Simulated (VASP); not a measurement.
# Si2W: single point with PBE

Si2W:

```
Si W
1.0
    -1.60690    1.60690    3.91495
     1.60690   -1.60690    3.91495
     1.60690    1.60690   -3.91495
Si W
2 1
Direct
  0.33470 0.33470 0.00000
  0.66530 0.66530 0.00000
  0.00000 0.00000 0.00000
```

```json
{
 "Program": "VASP 6.6.1",
 "Task": "single point",
 "Functional": "PBE",
 "Potentials or basis": "VASP PAW PBE potentials, release 64 (Si, W_sv)",
 "Cutoff": "520 eV",
 "k mesh": "18 × 18 × 18",
 "Occupations": "gaussian, width 0.05 eV",
 "Spin": "no spin polarisation"
}
```

The pressure is 3.4 GPa, the largest force is 0.063 eV/Å and the band gap on the k mesh is zero (bands 11 and 12 overlap by 1.27 eV).

Forces on the atoms (eV/Å):
```
Si   0.000  0.000 -0.063
Si   0.000  0.000  0.063
W    0.000  0.000  0.000
```

Stress tensor (GPa, compression positive):
```
3.25 0.00 0.00
0.00 3.25 0.00
0.00 0.00 3.63
```

Levels at points of the mesh, in eV from the Fermi level:
```csv
k point,band 8,band 9,band 10,band 11,band 12,band 13,band 14,band 15
"(0.00, 0.00, 0.00)",-3.33,-2.85,-2.85,0.60,2.73,2.92,3.05,3.05
"(0.50, 0.00, 0.00)",-4.87,-2.81,-2.77,-0.45,2.70,2.77,3.92,4.42
"(0.50, 0.50, 0.00)",-5.51,-5.03,-3.26,-1.78,2.78,2.96,3.12,3.90
"(0.50, 0.50, 0.50)",-2.59,-0.86,-0.86,-0.51,-0.51,0.78,4.49,4.88
```

Run time: 4.3 min on 1 thread of Intel(R) Xeon(R) Platinum 8488C (Sapphire Rapids), with other jobs on the host, peak memory 0.46 GiB.

Caveat: the cell stands under pressure; spin-orbit coupling is left out, which moves the levels of the heavy elements.
